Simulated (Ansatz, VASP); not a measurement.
## One calculation of SnO2, two programs

```
Sn O
1.0
     4.66653    0.00000    0.00000
     0.00000    4.66710    0.00000
     0.00000    0.00000    3.15273
Sn O
2 4
Cartesian
  2.3333 2.3336 1.5764
  0.0000 0.0000 0.0000
  1.4279 1.3079 0.0000
  3.7611 1.0257 1.5764
  0.9054 3.6415 1.5764
  3.2387 3.3592 0.0000
```

Alike in both runs: task single point; functional LDA; k mesh 6 × 6 × 8; occupations gaussian, width 0.05 eV; no spin polarisation.

|  | VASP | Ansatz |
| --- | --- | --- |
| version | VASP 6.6.1 | Ansatz 0.2.0 |
| potentials or method | VASP PAW LDA potentials, release 64 (Sn_d, O), cutoff 520 eV | scalar-relativistic, plane waves, PAW |
| valence electrons in the cell | 52 | 52 |

Ansatz gave:

```
gap on the k mesh at the Fermi level (eV)                     : 1.40
least direct gap on the mesh (eV)                             : 1.40
pressure (GPa)                                                : 7.7
traceless stress, the component that is largest in VASP (GPa) : 3.78
rms of the force components (eV/Å)                            : 0.961
```

Task: What did VASP give for the same quantities?

Result: gap on the k mesh at the Fermi level (eV): 1.44; least direct gap on the mesh (eV): 1.44; pressure (GPa): 8.8; traceless stress, the component that is largest in VASP (GPa): 3.80; rms of the force components (eV/Å): 0.969.

LDA's correlation is that of Perdew and Zunger in VASP and of Perdew and Wang (1992) in Ansatz. Atom by atom the forces differ by 0.009 eV/Å (rms over components).
